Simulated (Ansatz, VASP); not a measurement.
# Cu: VASP beside Ansatz

```xyz
2
Lattice="2.5688 0.0000 0.0000 -1.2844 2.2247 0.0000 0.0000 0.0000 4.0022" Properties=species:S:1:pos:R:3 pbc="T T T"
Cu    0.0000    1.4831    1.0005
Cu    1.2844    0.7416    3.0016
```

Alike in both runs: task single point; functional r2SCAN; k mesh 24 × 24 × 14; occupations gaussian, width 0.15 eV; no spin polarisation.

|  | VASP | Ansatz |
| --- | --- | --- |
| version | VASP 6.6.1 | Ansatz 0.2.0 |
| potentials or method | VASP PAW PBE potentials, release 64 (Cu), cutoff 520 eV | scalar-relativistic, plane waves, PAW |
| valence electrons in the cell | 22 | 38 |

```csv
,VASP,Ansatz,Ansatz less VASP
gap on the k mesh at the Fermi level (eV),none,none,-
pressure (GPa),1.3,0.6,-0.68
"traceless stress, the component that is largest in VASP (GPa)",6.34,6.36,+0.027
```

VASP's potentials were made for PBE, not for r2SCAN. A gap of «none» marks a metal or a gap that the smearing closes. With one functional, cell and mesh, what is left measures potentials, basis and numerics. VASP's potentials hold 22 valence electrons a cell and Ansatz's 38, so a difference there can come from the potentials and not from the codes.
